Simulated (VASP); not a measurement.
# NaAg2I3 in VASP: notebook

Runs on NaAg2I3. Level: PBE. Tasks: relaxation of cell and atoms, single point.

Everything below comes from runs of VASP 6.6.1. Logs are shortened: lines on timing, memory, paths and dates and some standing lists are left out, and cuts for length are marked.

### 1 The cell of the first run

Symmetry: P6/mmm, No. 191, hexagonal system. Conventional cell: a = 7.849 Å, b = 7.849 Å, c = 4.210 Å, α = 90.00°, β = 90.00°, γ = 120.00°. Na (site symmetry 6/mmm) has 6 I at 3.92 Å and 2 Na at 4.21 Å and 12 Ag at 5.00 Å within 5.2 Å. Within 4.3 Å of Ag (site symmetry -6m2) lie 6 I at 3.09 Å and 2 Ag at 4.21 Å. Within 4.3 Å of I (site symmetry mmm) lie 4 Ag at 3.09 Å and 2 Na at 3.92 Å and 6 I at 3.92 to 4.21 Å.

The cell was generated, and may not be a known phase.

### 2 Relaxation of cell and atoms, PBE

INCAR

```
SYSTEM = NaAg2I3
  PREC = Accurate
  ENCUT = 600
  EDIFF = 1E-7
  ISMEAR = 0
  SIGMA = 0.01
  LREAL = .FALSE.
  LASPH = .TRUE.
  NELM = 80
  ALGO = Normal
  ISIF = 3
  LWAVE = .FALSE.
  LCHARG = .FALSE.
  GGA = PE
  IBRION = 2
  NSW = 100
  EDIFFG = -0.01
```

KPOINTS

```
Automatic mesh
0
G
  6 6 8
  0 0 0
```

POSCAR

```
NaAg2I3
1.0
    7.8490157326      0.0000000000      0.0000000000
   -3.9245078663      6.7974470192      0.0000000000
    0.0000000000      0.0000000000      4.2097903682
Na Ag I
1 2 3
Direct
    0.0000000000      0.0000000000      0.5000000000
    0.3333333333      0.6666666667      0.0000000000
    0.6666666667      0.3333333333      0.0000000000
    0.5000000000      0.0000000000      0.5000000000
    0.0000000000      0.5000000000      0.5000000000
    0.5000000000      0.5000000000      0.5000000000
```

Potentials or basis: VASP PAW PBE potentials, release 64 (Na_pv, Ag, I).

Launch:

```sh
cat potpaw_PBE.64/Na_pv/POTCAR potpaw_PBE.64/Ag/POTCAR potpaw_PBE.64/I/POTCAR > POTCAR
mpirun -np 1 vasp_std > vasp.out
```

OUTCAR:

```text
SYSTEM = NaAg2I3
   PREC = Accurate
   ENCUT = 600
   EDIFF = 1E-7
   ISMEAR = 0
   LREAL = .FALSE.
   LASPH = .TRUE.
   NELM = 80
   ISIF = 3
   GGA = PE
   IBRION = 2
   NSW = 100
   EDIFFG = -0.01

 ion  position               nearest neighbor table
   1  0.000  0.000  0.500-
   2  0.333  0.667  0.000-   5 3.09   5 3.09   4 3.09   4 3.09   6 3.09   6 3.09
   3  0.667  0.333  0.000-   5 3.09   5 3.09   4 3.09   4 3.09   6 3.09   6 3.09
   4  0.500  0.000  0.500-   2 3.09   3 3.09   2 3.09   3 3.09
   5  0.000  0.500  0.500-   2 3.09   3 3.09   2 3.09   3 3.09
   6  0.500  0.500  0.500-   2 3.09   3 3.09   2 3.09   3 3.09

  LATTYP: Found a hexagonal cell.
 ALAT       =     7.8490157326
 C/A-ratio  =     0.5363462772

  Lattice vectors:

 A1 = (   7.8490157326,   0.0000000000,   0.0000000000)
 A2 = (  -3.9245078663,   6.7974470192,   0.0000000000)
 A3 = (   0.0000000000,   0.0000000000,   4.2097903682)

Analysis of symmetry for initial positions (statically):
=====================================================================
 Subroutine PRICEL returns:
 Original cell was already a primitive cell.

 Routine SETGRP: Setting up the symmetry group for a
 hexagonal supercell.

 Subroutine GETGRP returns: Found 24 space group operations
 (whereof 24 operations were pure point group operations)
 out of a pool of 24 trial point group operations.

The static configuration has the point symmetry D_6h.

Analysis of symmetry for dynamics (positions and initial velocities):
=====================================================================
 Subroutine PRICEL returns:
 Original cell was already a primitive cell.

 Routine SETGRP: Setting up the symmetry group for a
 hexagonal supercell.

 Subroutine GETGRP returns: Found 24 space group operations
 (whereof 24 operations were pure point group operations)
 out of a pool of 24 trial point group operations.

The dynamic configuration has the point symmetry D_6h.

 Subroutine INISYM returns: Found 24 space group operations
 (whereof 24 operations are pure point group operations),
 and found     1 'primitive' translations

----------------------------------------------------------------------------------------

                                     Primitive cell

  volume of cell :     224.6061

  direct lattice vectors                    reciprocal lattice vectors
     7.849015733  0.000000000  0.000000000     0.127404510  0.073557028  0.000000000
    -3.924507866  6.797447019  0.000000000     0.000000000  0.147114056  0.000000000
     0.000000000  0.000000000  4.209790368     0.000000000  0.000000000  0.237541519

  length of vectors
     7.849015733  7.849015733  4.209790368     0.147114056  0.147114056  0.237541519

  position of ions in fractional coordinates (direct lattice)
     0.000000000  0.000000000  0.500000000
     0.333333333  0.666666667  0.000000000
     0.666666667  0.333333333  0.000000000
     0.500000000  0.000000000  0.500000000
     1.000000000  0.500000000  0.500000000
     0.500000000  0.500000000  0.500000000

  ion indices of the primitive-cell ions
   primitive index   ion index
                 1           1
                 2           2
                 3           3
                 4           4
                 5           5
                 6           6

----------------------------------------------------------------------------------------

 KPOINTS: Automatic mesh

Automatic generation of k-mesh.
 Grid dimensions read from file:
[... 73 lines left out ...]
   POTIM  = 0.5000    time-step for ionic-motion
   TEBEG  =    0.0;   TEEND  =   0.0 temperature during run
   PSTRESS=    0.0 pullay stress
   NELECT =      50.0000    total number of electrons
   NUPDOWN=      -1.0000    fix difference up-down
   EMIN   =  10.00;   EMAX   =-10.00  energy-range for DOS
   EFERMI =   0.00;   METHOD = LEGACY
   ISMEAR =     0;   SIGMA  =   0.01  broadening in eV -4-tet -1-fermi 0-gaus
   EFERMI_NEDOS =   21; number of points for ismear=-14 and -15
   IALGO  =     38    algorithm
   IMIX   =      4    mixing-type and parameters
     AMIX     =   0.40;   BMIX     =  1.00
     AMIX_MAG =   1.60;   BMIX_MAG =  1.00
  volume/ion in A,a.u.               =      37.43       252.62
  Fermi-wavevector in a.u.,A,eV,Ry     =   0.992181  1.874951 13.393896  0.984424
  Thomas-Fermi vector in A             =   2.123975
   LORBIT       =      0    0 simple, 1 ext, 2 COOP (PROOUT), +10 PAW based schemes
   GGA     = PE    functional components
   LHFCALC =     F    Hartree Fock is set to
   AEXX    =    0.0000 exact exchange contribution
   IVDW    =     0    specifies the selected vdW correction
   LEPSILON=     F    determine dielectric tensor
   LRPA    =     F    only Hartree local field effects (RPA)
 conjugate gradient relaxation of ions
 non-spin polarized calculation
 Gauss-broadening in eV      SIGMA  =   0.01
  energy-cutoff  :      600.00
  volume of cell :      224.61
 maximum number of plane-waves:      7535
 NGX is ok and might be reduce to    64
   NGX = 31   NGY = 31   NGZ = 17

--------------------------------------- Ionic step        1  -------------------------------------------

 number of electron      49.9999998 magnetization

 Free energy of the ion-electron system (eV)
  ---------------------------------------------------
  ext. energy  EPLUGINS =         0.00000000
  ---------------------------------------------------
  free energy    TOTEN  =       -13.00171680 eV

  energy without entropy =      -13.00171680  energy(sigma->0) =      -13.00171680

------------------------ aborting loop because EDIFF is reached ----------------------------------------

  FORCE on cell =-STRESS in cart. coord.  units (eV):
  Direction    XX          YY          ZZ          XY          YZ          ZX
  --------------------------------------------------------------------------------------
  -------------------------------------------------------------------------------------
  Total        0.0844126      0.0844126      0.0119999      0.0000000      0.0000000      0.0000000
  in kB        0.6021382      0.6021382      0.0855984      0.0000000      0.0000000      0.0000000
  external PRESSURE =       0.4299582 kB  Pullay stress =       0.0000000 kB

 VOLUME and BASIS-vectors are now :
 -----------------------------------------------------------------------------
  energy-cutoff  :      600.00
  volume of cell :      224.61
      direct lattice vectors                 reciprocal lattice vectors
     7.849015733  0.000000000  0.000000000     0.127404510  0.073557028  0.000000000
    -3.924507866  6.797447019  0.000000000     0.000000000  0.147114056  0.000000000
     0.000000000  0.000000000  4.209790368     0.000000000  0.000000000  0.237541519

 POSITION                                       TOTAL-FORCE (eV/Angst)
 -----------------------------------------------------------------------------------
      0.00000      0.00000      2.10490        -0.000000      0.000000      0.000000
     -0.00000      4.53163      0.00000        -0.000000      0.000000      0.000000
      3.92451      2.26582      0.00000         0.000000      0.000000     -0.000000
      3.92451      0.00000      2.10490        -0.000000      0.000000      0.000000
     -1.96225      3.39872      2.10490        -0.000000      0.000000      0.000000
      1.96225      3.39872      2.10490        -0.000000      0.000000      0.000000
 -----------------------------------------------------------------------------------
    total drift:                                0.000000      0.000000      0.000000

  FREE ENERGIE OF THE ION-ELECTRON SYSTEM (eV)
  ---------------------------------------------------
  free  energy   TOTEN  =       -13.0017167995 eV

  energy  without entropy=      -13.0017167995  energy(sigma->0) =      -13.00171680

--------------------------------------- Ionic step        2  -------------------------------------------

 number of electron      49.9999999 magnetization

 Free energy of the ion-electron system (eV)
  ---------------------------------------------------
  ext. energy  EPLUGINS =         0.00000000
  ---------------------------------------------------
  free energy    TOTEN  =       -13.00179519 eV

  energy without entropy =      -13.00179519  energy(sigma->0) =      -13.00179519

 E-fermi :   2.9494     XC(G=0):  -7.7367

 val. band max:        2.8900106915   @ k =   0.0000   0.0000   0.5000
 cond. band min:       3.0001893529   @ k =   0.0000   0.0000   0.5000
 fundamental gap:      0.1101786614
 Fermi energy:         2.9494255525

 k-point     1 :       0.0000    0.0000    0.0000
  band No.  band energies     occupation
      1     -23.3867      2.00000
      2     -23.3094      2.00000
      3     -23.3094      2.00000
      4      -9.9102      2.00000
      5      -9.2993      2.00000
      6      -9.2993      2.00000
[... 781 lines left out ...]
     29       6.5867      0.00000
     30       6.9228      0.00000

 [... further k-points ...]

------------------------ aborting loop because EDIFF is reached ----------------------------------------

  FORCE on cell =-STRESS in cart. coord.  units (eV):
  Direction    XX          YY          ZZ          XY          YZ          ZX
  --------------------------------------------------------------------------------------
  -------------------------------------------------------------------------------------
  Total        0.0276024      0.0276024     -0.0233219      0.0000000     -0.0000000      0.0000000
  in kB        0.1966098      0.1966098     -0.1661202      0.0000000     -0.0000000      0.0000000
  external PRESSURE =       0.0756998 kB  Pullay stress =       0.0000000 kB

 VOLUME and BASIS-vectors are now :
 -----------------------------------------------------------------------------
  energy-cutoff  :      600.00
  volume of cell :      224.93
      direct lattice vectors                 reciprocal lattice vectors
     7.854342972  0.000000000  0.000000000     0.127318097  0.073507138  0.000000000
    -3.927171486  6.802060544  0.000000000     0.000000000  0.147014275 -0.000000000
    -0.000000000  0.000000000  4.210196547     0.000000000 -0.000000000  0.237518602

 POSITION                                       TOTAL-FORCE (eV/Angst)
 -----------------------------------------------------------------------------------
      7.85434      0.00000      2.10510         0.000000     -0.000000      0.000000
     -0.00000      4.53471      0.00000        -0.000000     -0.000000     -0.000000
      3.92717      2.26735      4.21020         0.000000      0.000000      0.000000
      3.92717      0.00000      2.10510         0.000000      0.000000      0.000000
      5.89076      3.40103      2.10510         0.000000      0.000000      0.000000
      1.96359      3.40103      2.10510         0.000000      0.000000      0.000000
 -----------------------------------------------------------------------------------
    total drift:                               -0.000000      0.000000     -0.000000

  FREE ENERGIE OF THE ION-ELECTRON SYSTEM (eV)
  ---------------------------------------------------
  free  energy   TOTEN  =       -13.0017951929 eV

  energy  without entropy=      -13.0017951929  energy(sigma->0) =      -13.00179519

 reached required accuracy - stopping structural energy minimisation
```

It took 14 min on 1 thread of Intel Xeon 8259CL, shared host; peak memory 0.59 GiB.

What came out:

```
Free energy                           : -13.0018 eV
Relaxed volume                        : 37.49 Å³/atom
Relaxed cell                          : a = 7.854 Å, b = 7.854 Å, c = 4.210 Å, α = 90.00°, β = 90.00°, γ = 120.00°
Space group after relaxing (to 0.1 Å) : P6/mmm (No. 191)
Energy gained by relaxing             : 0.0 meV/atom
Ionic steps                           : 2
Pressure after relaxing               : 0.0 GPa
Band gap on the k mesh                : 0.11 eV
```

Final structure:
```cif
data_structure
_symmetry_space_group_name_H-M 'P 1'
_symmetry_Int_Tables_number 1
_cell_length_a 7.8543
_cell_length_b 7.8543
_cell_length_c 4.2102
_cell_angle_alpha 90.000
_cell_angle_beta 90.000
_cell_angle_gamma 120.000
_cell_volume 224.93
loop_
_atom_site_label
_atom_site_type_symbol
_atom_site_fract_x
_atom_site_fract_y
_atom_site_fract_z
_atom_site_occupancy
Na1 Na 0.00000 0.00000 0.50000 1
Ag1 Ag 0.33333 0.66667 0.00000 1
Ag2 Ag 0.66667 0.33333 0.00000 1
I1 I 0.50000 0.00000 0.50000 1
I2 I 0.00000 0.50000 0.50000 1
I3 I 0.50000 0.50000 0.50000 1
```

Caveat: semilocal functionals underestimate gaps, and a narrow one can read as zero; spin-orbit coupling is left out, which moves the levels of the heavy elements.

### 3 Single point, PBE

INCAR

```
SYSTEM = NaAg2I3
  PREC = Accurate
  ENCUT = 520
  EDIFF = 1E-6
  ISMEAR = 0
  SIGMA = 0.1
  LREAL = .FALSE.
  LASPH = .TRUE.
  NELM = 80
  ALGO = Normal
  ISIF = 2
  LWAVE = .FALSE.
  LCHARG = .TRUE.
  GGA = PE
  LELF = .TRUE.
  LVHAR = .TRUE.
  NBANDS = 34
```

KPOINTS

```
regular mesh
0
G
  3 3 4
  0 0 0
```

POSCAR is that of step 2.

Potentials or basis: VASP PAW PBE potentials, release 64 (Na_pv, Ag, I).

Launch:

```sh
cat potpaw_PBE.64/Na_pv/POTCAR potpaw_PBE.64/Ag/POTCAR potpaw_PBE.64/I/POTCAR > POTCAR
mpirun -np 1 vasp_std > vasp.out
```

It took 2.3 min on 1 thread of Oxide Virtual Turin-like, shared host; peak memory 0.32 GiB.

Results (log left out):

```yaml
Free_energy: -12.9631 eV
Pressure: 0.1 GPa
Band_gap_on_the_k_mesh: 0.10 eV
```

Stress tensor (GPa, compression positive):
```
0.04 0.00 0.00
0.00 0.04 0.00
0.00 0.00 0.15
```

Levels at points of the mesh, in eV from the valence-band top:
```
           k point  band 21  band 22  band 23  band 24  band 25  band 26  band 27  band 28  band 29  band 30
(0.00, 0.00, 0.00)    -1.28    -0.78    -0.78    -0.38    -0.38     0.23     0.98     3.94     3.94     5.06
(0.00, 0.00, 0.50)    -2.26    -2.26    -1.05     0.00     0.00     0.10     2.06     3.00     3.13     3.13
```

Caveat: semilocal functionals underestimate gaps, and a narrow one can read as zero; spin-orbit coupling is left out, which moves the levels of the heavy elements.

### 4 Single point, PBE

This run uses another cell than the first one, of 38.95 Å³/atom.

INCAR

```
SYSTEM = NaAg2I3
ALGO = Normal
EDIFF = 1E-7
ENCUT = 520
GGA = PE
ISIF = 2
ISMEAR = 0
LASPH = .TRUE.
LCHARG = .TRUE.
LELF = .TRUE.
LREAL = .FALSE.
LVHAR = .TRUE.
LWAVE = .FALSE.
NBANDS = 34
NELM = 60
PREC = Accurate
SIGMA = 0.1
```

KPOINTS

```
k-points
0
G
  6 6 2
  0 0 0
```

POSCAR

```
NaAg2I3
1.0
    7.7548818437      0.0000000000      0.0000000000
   -3.8774409218      6.7159246800      0.0000000000
    0.0000000000      0.0000000000      4.4866528622
Na Ag I
1 2 3
Direct
    0.0000000000      0.0000000000      0.5000000000
    0.3333333333      0.6666666667     -0.0023313624
    0.6666666667      0.3333333333      1.0023313624
    0.5000000000      0.0000000000      0.5000000000
    0.0000000000      0.5000000000      0.5000000000
    0.5000000000      0.5000000000      0.5000000000
```

Launch:

```sh
cat potpaw_PBE.64/Na_pv/POTCAR potpaw_PBE.64/Ag/POTCAR potpaw_PBE.64/I/POTCAR > POTCAR
mpirun -np 1 vasp_std > vasp.out
```

It took 4 min on 1 thread of Oxide Virtual Turin-like, shared host; peak memory 0.36 GiB.

It converged, with:

- Free energy: -12.2954 eV
- Pressure: 0.1 GPa
- Largest force: 0.006 eV/Å
- Band gap on the k mesh: 0.09 eV

Forces in eV/Å, atoms in the order of the input:
```
Na   0.000  0.000  0.000
Ag   0.000  0.000  0.006
Ag   0.000  0.000 -0.006
I    0.000  0.000  0.000
I    0.000  0.000  0.000
I    0.000  0.000  0.000
```

Stress tensor (GPa, compression positive):
```
 0.17  0.00  0.00
 0.00  0.17  0.00
 0.00  0.00 -0.16
```

Levels at points of the mesh, in eV from the valence-band top:
```csv
k point,band 22,band 23,band 24,band 25,band 26,band 27,band 28,band 29
"(0.00, 0.00, 0.00)",-0.59,-0.59,-0.57,-0.57,0.24,0.98,3.81,3.81
"(0.50, 0.00, 0.00)",-1.71,-1.18,-0.70,-0.58,1.59,1.68,2.69,3.65
"(0.00, 0.00, 0.50)",-2.21,-0.90,0.00,0.00,0.09,2.03,3.22,3.22
"(0.50, 0.00, 0.50)",-1.97,-1.55,-1.51,-0.07,1.28,2.71,2.71,3.21
```

Caveat: the k points lie up to 0.70 Å⁻¹ apart; the smearing spreads over this small gap; semilocal functionals underestimate gaps, and a narrow one can read as zero; spin-orbit coupling is left out, which moves the levels of the heavy elements. A k mesh can miss the band edges.

[end of part 1 of 2]

The gap in the log of VASP goes by the Fermi energy; the results here count the filled bands.